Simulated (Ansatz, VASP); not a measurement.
**Rh in VASP and in Ansatz**

```xyz
3
Lattice="4.2650 0.0000 0.0000 -2.1325 3.6936 0.0000 0.0000 0.0000 2.6450" Properties=species:S:1:pos:R:3 pbc="T T T"
Rh    0.0000    0.0000    0.0000
Rh    0.0000    2.4624    1.3225
Rh    2.1325    1.2312    1.3225
```

Alike in both runs: functional PBEsol; k mesh 6 × 6 × 6; occupations gaussian, width 0.1 eV; no spin polarisation.

Ansatz relaxed the structure, and its values are those at the end. VASP's run is a single point on that final structure, the one shown.

|  | VASP | Ansatz |
| --- | --- | --- |
| version | VASP 6.6.1 | Ansatz 0.2.0 |
| potentials or method | VASP PAW PBE potentials, release 64 (Rh_pv), cutoff 500 eV | scalar-relativistic, plane waves, PAW |
| valence electrons in the cell | 45 | 51 |

```csv
,VASP,Ansatz,Ansatz less VASP
gap on the k mesh at the Fermi level (eV),none,none,-
pressure (GPa),0.0,0.1,+0.01
```

VASP's potentials were made for PBE, not for PBEsol. A gap of «none» marks a metal or a gap that the smearing closes. With one functional, cell and mesh, what is left measures potentials, basis and numerics. VASP's potentials hold 45 valence electrons a cell and Ansatz's 51, so a difference there can come from the potentials and not from the codes.

The k mesh is coarse, so the values compare programs but aren't converged.
